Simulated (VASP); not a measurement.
Write the native input for VASP 6.6.1 that does the following.

```
Task                   : single point
Functional             : PBEsol
Potentials or basis    : VASP PAW PBE potentials, release 64 (Ta_pv, N)
Cutoff                 : 600 eV
k mesh                 : 10 × 10 × 10
Occupations            : fermi-dirac, width 0.05 eV
Spin                   : no spin polarisation
Hubbard terms          : Ta d U = 8.0 eV
Dipole correction      : no
Further INCAR settings : ALGO = Normal; EDIFF = 1e-06; NBANDS = 15
```

The structure of TaN lies in POSCAR:

```
TaN
1.0
    0.0000000000      2.2113230000      2.2113230000
    2.2113230000      0.0000000000      2.2113230000
    2.2113230000      2.2113230000      0.0000000000
Ta N
1 1
Direct
    0.5000000000      0.5000000000      0.5000000000
    0.0000000000      0.0000000000      0.0000000000
```

One way to write it, as run:

INCAR

```
SYSTEM = TaN
ALGO = Normal ; EDIFF = 1E-6
ENCUT = 600 ; GGA = PS
GGA_COMPAT = .FALSE. ; ISIF = 2
ISMEAR = -1 ; LASPH = .TRUE.
LCHARG = .FALSE. ; LDAU = .TRUE.
LDAUJ = 0 0 ; LDAUL = 2 -1
LDAUPRINT = 1 ; LDAUTYPE = 2
LDAUU = 8 0 ; LMAXMIX = 4
LREAL = .FALSE. ; LWAVE = .FALSE.
NBANDS = 15 ; NELM = 200
PREC = Accurate ; SIGMA = 0.05
```

KPOINTS

```
k-points
0
G
  10 10 10
  0 0 0
```

Potentials or basis: VASP PAW PBE potentials, release 64 (Ta_pv, N).

Launch:

```console
$ cat potpaw_PBE.64/Ta_pv/POTCAR potpaw_PBE.64/N/POTCAR > POTCAR
$ mpirun -np 1 vasp_std > vasp.out
```

It gave:

| Property | Result |
| --- | --- |
| Pressure | 14.9 GPa |
| Band gap on the k mesh | zero (band 8 reaches 12.18 eV, above the bottom of band 9 at 8.30 eV) |

Caveat: the PAW data sets were made with another functional, which shifts forces and pressure a little; spin-orbit coupling is left out, which moves the levels of the heavy elements; U without spin polarisation on a metal has little footing.

It took 13 s on 1 thread of AMD EPYC 9R45 96-Core Processor (Zen 5), with other jobs on the host, peak memory 0.14 GiB.
